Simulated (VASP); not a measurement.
# Al18H3C in VASP: single point with PBEsol

Aim: the single point of Al18H3C with PBEsol.

Program: VASP 6.6.1. These are calculated values, not measurements. Logs are shortened: lines on timing, memory, paths and dates and some standing lists are left out, and cuts for length are marked.

## (1) The cell of the first run

The cell holds a slab with vacuum, 22 atoms: a = 5.728 Å, b = 8.591 Å, c = 16.677 Å, α = 90.00°, β = 90.00°, γ = 60.00°.

## (2) Single point, PBEsol

File INCAR:

```
  ALGO = Normal
  EDIFF = 1E-6
  ENCUT = 520
  GGA = PS
  ISIF = 2
  ISMEAR = 0
  LASPH = True
  LCHARG = True
  LELF = True
  LREAL = Auto
  LVHAR = True
  LWAVE = False
  NBANDS = 48
  NELM = 60
  PREC = Accurate
  SIGMA = 0.05
```

File KPOINTS:

```
k-points
0
Gamma
  3 2 1
```

File POSCAR:

```
Al18H3C
1.0
    5.7275650000      0.0000000000      0.0000000000
    4.2956740000      7.4403250000      0.0000000000
    0.0000000000      0.0000000000     16.6765370000
Al C H
18 1 3
Direct
    0.1666666600      0.1111111100      0.0599644900
    0.6666666500      0.1111111100      0.0599644900
    0.1666666400      0.4444444500      0.0599644900
    0.6666666300      0.4444444500      0.0599644900
    0.1666666200      0.7777777900      0.0599644900
    0.6666666100      0.7777777900      0.0599644900
   -0.1722359448      0.2263899413      0.1950631150
    0.3299100581      0.2243688148      0.1949469244
   -0.1592319321      0.5527233837      0.1963375291
    0.3346060296      0.5531182175      0.1962122277
   -0.1696601146      0.8911375592      0.1992479533
    0.3318480793      0.8926738158      0.1971203115
   -0.0209207421      0.0180766104      0.3311240328
    0.4832460514      0.0047335838      0.3349006607
    0.0057887790      0.3238853165      0.3333677346
    0.5008656111      0.3256660862      0.3363050797
    0.0395336235      0.6369291272      0.3359470725
    0.5259264924      0.6506083412      0.3308710760
    0.7066260475      0.7694805213      0.4049014627
    0.1879338746      0.7843011323      0.3743046445
    0.7235575892      0.8682721231      0.4442019688
    0.6737262133      0.6863836780      0.4498733435
```

Potentials or basis: VASP PAW PBE potentials, release 64 (Al, C, H).

Run with:

```console
$ cat potpaw_PBE.64/Al/POTCAR potpaw_PBE.64/C/POTCAR potpaw_PBE.64/H/POTCAR > POTCAR
$ mpirun -np 1 vasp_std > vasp.out
```

OUTCAR:

```text
EDIFF = 1E-6
   ENCUT = 520
   GGA = PS
   ISIF = 2
   ISMEAR = 0
   LASPH = True
   LREAL = Auto
   NELM = 60
   PREC = Accurate

 ion  position               nearest neighbor table
   1  0.167  0.111  0.060-   8 2.79  12 2.81   7 2.81   6 2.86   2 2.86   3 2.86   5 2.86   4 2.86
                             2 2.86
   2  0.667  0.111  0.060-   7 2.80   8 2.80  11 2.84   5 2.86   1 2.86   3 2.86   4 2.86   6 2.86
                             1 2.86
   3  0.167  0.444  0.060-   8 2.78   9 2.79  10 2.80   4 2.86   2 2.86   1 2.86   5 2.86   6 2.86
                             4 2.86
   4  0.667  0.444  0.060-   7 2.78  10 2.81   9 2.82   3 2.86   5 2.86   2 2.86   6 2.86   1 2.86
                             3 2.86
   5  0.167  0.778  0.060-  10 2.82  12 2.83  11 2.86   2 2.86   6 2.86   4 2.86   1 2.86   3 2.86
                             6 2.86
   6  0.667  0.778  0.060-   9 2.82  12 2.83  11 2.85   1 2.86   5 2.86   4 2.86   2 2.86   3 2.86
                             5 2.86
   7  0.828  0.226  0.195-  13 2.75   4 2.78   2 2.80   1 2.81  15 2.81  10 2.82   9 2.84   8 2.86
                            16 2.86   8 2.87  11 2.87  12 2.88
   8  0.330  0.224  0.195-   3 2.78   1 2.79   2 2.80   9 2.81  15 2.81  10 2.84  12 2.84  14 2.85
                            16 2.85   7 2.86  11 2.87   7 2.87
   9  0.841  0.553  0.196-  18 2.73   3 2.79   8 2.81   4 2.82   6 2.82  10 2.83  17 2.84   7 2.84
[... 4 lines left out ...]
                             9 2.88  12 2.88  10 2.90  17 2.96
  12  0.332  0.893  0.197-  14 2.79   1 2.81   6 2.83   5 2.83  13 2.84   8 2.84  11 2.85  18 2.87
                             7 2.88  11 2.88  10 2.91   9 2.92
  13  0.979  0.018  0.331-  20 1.89  16 2.69  15 2.71   7 2.75  11 2.77  14 2.83  12 2.84  14 2.90
                            17 3.12  18 3.14
  14  0.483  0.005  0.335-  19 2.12  15 2.74  12 2.79  16 2.81  13 2.83  11 2.84   8 2.85  13 2.90
                            18 2.93  17 3.17
  15  0.006  0.324  0.333-  13 2.71  14 2.74  18 2.78  17 2.79   7 2.81   8 2.81  16 2.84   9 2.85
                            16 2.88
  16  0.501  0.326  0.336-  17 2.66  13 2.69  14 2.81  15 2.84   8 2.85   7 2.86  18 2.87  15 2.88
                            10 2.88
  17  0.040  0.637  0.336-  20 1.95  19 2.02  16 2.66  10 2.75  15 2.79   9 2.84  18 2.85  18 2.89
                            11 2.96  13 3.12  14 3.17
  18  0.526  0.651  0.331-  20 1.84  19 2.17   9 2.73  15 2.78  10 2.80  17 2.85  16 2.87  12 2.87
                            17 2.89  14 2.93  13 3.14
  19  0.707  0.769  0.405-  21 1.11  22 1.11  17 2.02  14 2.12  18 2.17
  20  0.188  0.784  0.374-  18 1.84  13 1.89  17 1.95
  21  0.724  0.868  0.444-  19 1.11
  22  0.674  0.686  0.450-  19 1.11

  LATTYP: Found a simple monoclinic cell.
 ALAT       =     5.7275650000
 B/A-ratio  =     2.9116277161
 C/A-ratio  =     1.3228756151
 COS(beta)  =    -0.1889822093

  Lattice vectors:

 A1 = (   5.7275650000,   0.0000000000,   0.0000000000)
 A2 = (   0.0000000000,   0.0000000000, -16.6765370000)
[... 180 lines left out ...]
   EFERMI =   0.00;   METHOD = LEGACY
   ISMEAR =     0;   SIGMA  =   0.05  broadening in eV -4-tet -1-fermi 0-gaus
   EFERMI_NEDOS =   21; number of points for ismear=-14 and -15
   IALGO  =     38    algorithm
   IMIX   =      4    mixing-type and parameters
     AMIX     =   0.40;   BMIX     =  1.00
     AMIX_MAG =   1.60;   BMIX_MAG =  1.00
  volume/ion in A,a.u.               =      32.30       217.99
  Fermi-wavevector in a.u.,A,eV,Ry     =   0.722152  1.364670  7.095493  0.521504
  Thomas-Fermi vector in A             =   1.812042
   LORBIT       =      0    0 simple, 1 ext, 2 COOP (PROOUT), +10 PAW based schemes
   GGA     = PS    functional components
   LHFCALC =     F    Hartree Fock is set to
   AEXX    =    0.0000 exact exchange contribution
   IVDW    =     0    specifies the selected vdW correction
   LEPSILON=     F    determine dielectric tensor
   LRPA    =     F    only Hartree local field effects (RPA)
 non-spin polarized calculation
 Gauss-broadening in eV      SIGMA  =   0.05
  energy-cutoff  :      520.00
  volume of cell :      710.67
 maximum number of plane-waves:     19144
 NGX is ok and might be reduce to    42
   NGX = 21   NGY = 31   NGZ = 63

 number of electron      61.0000000 magnetization

 Free energy of the ion-electron system (eV)
  ---------------------------------------------------
  ext. energy  EPLUGINS =         0.00000000
  ---------------------------------------------------
  free energy    TOTEN  =       -88.54238211 eV

  energy without entropy =      -88.53022917  energy(sigma->0) =      -88.53630564

 E-fermi :   1.3045     XC(G=0):  -5.4992

 val. band max:        1.3010492561   @ k =   0.0000   0.0000   0.0000
 cond. band min:       1.3312796635   @ k =   0.3333   0.5000   0.0000
 fundamental gap:      0.0302304074
 Fermi energy:         1.3045144556

 k-point     1 :       0.0000    0.0000    0.0000
  band No.  band energies     occupation
      1     -12.1966      2.00000
      2      -9.2834      2.00000
      3      -7.6389      2.00000
      4      -6.9102      2.00000
      5      -6.7638      2.00000
      6      -6.1477      2.00000
[... 169 lines left out ...]
     41       3.7788      0.00000
     42       3.8590      0.00000
 [bands above 42 left out]

------------------------ aborting loop because EDIFF is reached ----------------------------------------

  FORCE on cell =-STRESS in cart. coord.  units (eV):
  Direction    XX          YY          ZZ          XY          YZ          ZX
  --------------------------------------------------------------------------------------
  -------------------------------------------------------------------------------------
  Total       -7.5577320     -1.7601957      0.1472323      1.7262051      0.0668166      0.0281384
  in kB      -17.0386140     -3.9682931      0.3319296      3.8916626      0.1506354      0.0634370
  external PRESSURE =      -6.8916592 kB  Pullay stress =       0.0000000 kB

 VOLUME and BASIS-vectors are now :
 -----------------------------------------------------------------------------
  energy-cutoff  :      520.00
  volume of cell :      710.67
      direct lattice vectors                 reciprocal lattice vectors
     5.727565000  0.000000000  0.000000000     0.174594265 -0.100802054  0.000000000
     4.295674000  7.440325000  0.000000000     0.000000000  0.134402731  0.000000000
     0.000000000  0.000000000 16.676537000     0.000000000  0.000000000  0.059964488

 POSITION                                       TOTAL-FORCE (eV/Angst)
 -----------------------------------------------------------------------------------
      1.43189      0.82670      1.00000         0.125173      0.101901     -0.086616
      4.29567      0.82670      1.00000        -0.139198      0.085076     -0.011704
      2.86378      3.30681      1.00000        -0.027360     -0.157467     -0.062730
      5.72756      3.30681      1.00000         0.031573     -0.008241     -0.056780
      4.29567      5.78692      1.00000         0.051608     -0.046827      0.056967
      7.15946      5.78692      1.00000        -0.052233      0.004790      0.117841
[... 14 lines left out ...]
      7.87404      6.46023      7.40775         0.014223      0.029327      0.013657
      6.80729      5.10692      7.50233        -0.007809     -0.014445      0.019605
 -----------------------------------------------------------------------------------
    total drift:                                0.000149     -0.019294     -0.002180

  FREE ENERGIE OF THE ION-ELECTRON SYSTEM (eV)
  ---------------------------------------------------
  free  energy   TOTEN  =       -88.5423821106 eV

  energy  without entropy=      -88.5302291677  energy(sigma->0) =      -88.53630564
```

Run time: 6.8 min. Hardware: 1 thread of AMD EPYC 7R43 (Zen 3), shared host; peak memory 0.73 GiB.

Results:

```yaml
Free_energy: -88.5424 eV
Largest_force: 0.183 eV/Å
```

Forces in eV/Å, atoms in the order of the input:
```
Al   0.125  0.102 -0.087
Al  -0.139  0.085 -0.012
Al  -0.027 -0.157 -0.063
Al   0.032 -0.008 -0.057
Al   0.052 -0.047  0.057
Al  -0.052  0.005  0.118
Al   0.001  0.005  0.004
Al   0.002  0.003  0.006
Al   0.005  0.006  0.000
Al  -0.003  0.004 -0.003
Al   0.000  0.000  0.002
Al  -0.002  0.002 -0.003
Al   0.006 -0.009  0.008
Al   0.004 -0.004  0.003
Al   0.009 -0.002  0.008
Al  -0.004  0.001  0.003
Al   0.007 -0.010 -0.006
Al   0.006  0.011  0.014
C   -0.021 -0.010 -0.024
H   -0.006  0.010 -0.002
H    0.014  0.029  0.014
H   -0.008 -0.014  0.020
```

Caveat: the k points lie up to 0.42 Å⁻¹ apart; the PAW data sets were made with another functional, which shifts forces and pressure a little.
